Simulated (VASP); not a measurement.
Cd4SbO: single point with PBE

Cd4SbO:

```
Cd Sb O
1.0
     0.00000    4.21291    4.21291
     4.21291    0.00000    4.21291
     4.21291    4.21291    0.00000
Cd Sb O
4 1 1
Direct
  0.13477 0.13477 0.13477
  0.13477 0.13477 0.59569
  0.13477 0.59569 0.13477
  0.59569 0.13477 0.13477
  0.75000 0.75000 0.75000
  0.50000 0.50000 0.50000
```

The cell was generated, and may not be a known phase.

```yaml
Program: VASP 6.6.1
Task: single point
Functional: PBE
Potentials_or_basis: VASP PAW PBE potentials, release 64 (Cd, Sb, O)
Cutoff: 520 eV
k_mesh: 4 × 4 × 4
Occupations: gaussian, width 0.1 eV
Spin: no spin polarisation
Dipole_correction: no
Further_INCAR_settings: ALGO = Fast; EDIFF = 1e-06; NBANDS = 38
```

| Quantity | Value |
| --- | --- |
| Pressure | -3.3 GPa |
| Largest force | 1.992 eV/Å |
| Band gap on the k mesh | zero (an odd number of electrons rules out a gap without spin polarisation) |

Forces on the atoms (eV/Å):
```
Cd  -1.150 -1.150 -1.150
Cd   1.150  1.150 -1.150
Cd   1.150 -1.150  1.150
Cd  -1.150  1.150  1.150
Sb   0.000  0.000  0.000
O    0.000  0.000  0.000
```

Levels at points of the mesh, in eV from the Fermi level:
| k point | band 28 | band 29 | band 30 | band 31 | band 32 | band 33 |
| --- | --- | --- | --- | --- | --- | --- |
| (0.00, 0.00, 0.00) | -1.11 | -1.11 | -1.11 | 0.76 | 0.76 | 0.76 |
| (0.50, 0.00, 0.00) | -1.24 | -0.88 | -0.34 | 0.45 | 0.45 | 2.15 |
| (0.50, 0.50, 0.00) | -0.30 | -0.20 | -0.20 | 1.97 | 1.97 | 2.33 |

It took 84 s on 1 thread of Oxide Virtual Turin-like Processor, on a shared host, peak memory 0.31 GiB.

Caveat: the cell stands under tension; spin-orbit coupling is left out, which moves the levels of the heavy elements; an odd number of electrons without spin polarisation forces a metal; a magnetic or distorted state may lie lower.
